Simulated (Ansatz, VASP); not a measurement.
# ZnSe: VASP beside Ansatz

POSCAR

```
ZnSe
1.0
    0.0000000000      2.8038123702      2.8038123702
    2.8038123702      0.0000000000      2.8038123702
    2.8038123702      2.8038123702      0.0000000000
Zn Se
1 1
Direct
    0.0000000000      0.0000000000      0.0000000000
    0.2500000000      0.2500000000      0.2500000000
```

INCAR.step1

```
  ALGO = Normal
  EDIFF = 1E-5
  ENCUT = 550
  GGA = PE
  GGA_COMPAT = F
  ISMEAR = 0
  LASPH = T
  LCHARG = F
  LREAL = F
  LWAVE = T
  NBANDS = 16
  NELM = 120
  PREC = Accurate
  SIGMA = 0.01
```

INCAR.step2

```
  ALGO = Normal
  EDIFF = 1E-6
  ENCUT = 550
  GGA_COMPAT = F
  ISIF = 2
  ISMEAR = 0
  ISTART = 1
  LASPH = T
  LCHARG = F
  LMIXTAU = T
  LREAL = F
  LWAVE = F
  METAGGA = R2SCAN
  NBANDS = 16
  NELM = 120
  PREC = Accurate
  SIGMA = 0.01
```

The input KPOINTS:

```
k-points
0
Gamma
  6 6 6
```

Input for Ansatz:

```yaml
crystal:
  lattice:
    - [0.0, 2.8038123702, 2.8038123702]
    - [2.8038123702, 0.0, 2.8038123702]
    - [2.8038123702, 2.8038123702, 0.0]
  atoms:
    - { symbol: Zn, position: [0.0, 0.0, 0.0] }
    - { symbol: Se, position: [0.25, 0.25, 0.25] }
kpoints:
  mp_grid: { grid: [6, 6, 6] }
hamiltonian:
  xc: r2scan
scf:
  occupations: { method: fixed }
  n_extra_bands: 4
output:
  forces: true
  stress: true
  eigenvalues: true
```

Alike in both runs: task single point; functional r2SCAN; k mesh 6 × 6 × 6; no spin polarisation.

|  | VASP | Ansatz |
| --- | --- | --- |
| version | VASP 6.6.1 | Ansatz 0.2.0 |
| potentials or method | VASP PAW PBE potentials, release 64 (Zn, Se) | plane waves, PAW |
| plane-wave cutoff (eV) | 550 | 500 |
| occupations | gaussian, width 0.01 eV | fixed |
| valence electrons in the cell | 18 | 28 |

Ansatz gave:

```
gap on the k mesh at the Fermi level (eV) : 2.00
pressure (GPa)                            : 2.2
```

Task: Which values does VASP return?

Result: gap on the k mesh at the Fermi level (eV): 2.01; pressure (GPa): 2.3.

VASP's potentials were made for PBE, not for r2SCAN. VASP's potentials hold 18 valence electrons a cell and Ansatz's 28, so a difference there can come from the potentials and not from the codes.
